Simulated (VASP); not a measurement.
## NaCl: single point with PBE-based screened hybrid with 25 % exact exchange

Crystal: NaCl.

```
Cl Na
1.0
     3.50219    0.00000    0.00000
     0.00000    3.50219    0.00000
     0.00000    0.00000    3.50219
Cl Na
1 1
Direct
  0.50000 0.50000 0.50000
  0.00000 0.00000 0.00000
```

```json
{
 "Program": "VASP 6.6.1",
 "Task": "single point",
 "Functional": "PBE-based screened hybrid with 25 % exact exchange",
 "Potentials or basis": "VASP PAW PBE potentials, release 64 (Cl, Na_pv)",
 "Cutoff": "520 eV",
 "k mesh": "4 × 4 × 4",
 "Occupations": "fermi-dirac, width 0.05 eV",
 "Spin": "no spin polarisation"
}
```

- Pressure: -0.3 GPa
- Band gap on the k mesh: 5.05 eV (least direct gap 5.58 eV)

Levels at points of the mesh, in eV from the valence-band top:
| k point | band 4 | band 5 | band 6 | band 7 | band 8 | band 9 | band 10 | band 11 |
| --- | --- | --- | --- | --- | --- | --- | --- | --- |
| (0.00, 0.00, 0.00) | -14.58 | -0.53 | -0.53 | -0.53 | 5.05 | 9.67 | 9.67 | 17.11 |
| (0.50, 0.00, 0.00) | -14.20 | -3.10 | -0.27 | -0.27 | 8.03 | 9.81 | 11.69 | 13.10 |
| (0.50, 0.50, 0.00) | -13.91 | -2.41 | -2.41 | 0.00 | 6.59 | 11.07 | 12.30 | 12.30 |
| (0.50, 0.50, 0.50) | -13.61 | -1.97 | -1.97 | -1.97 | 8.18 | 8.18 | 8.18 | 12.98 |

It took 3.3 min on 1 thread of Intel(R) Xeon(R) Platinum 8488C (Sapphire Rapids), with other jobs on the host, peak memory 0.25 GiB.

Caveat: the k points lie up to 0.45 Å⁻¹ apart; the PAW data sets were made with another functional, which shifts forces and pressure a little. A k mesh can miss the band edges.
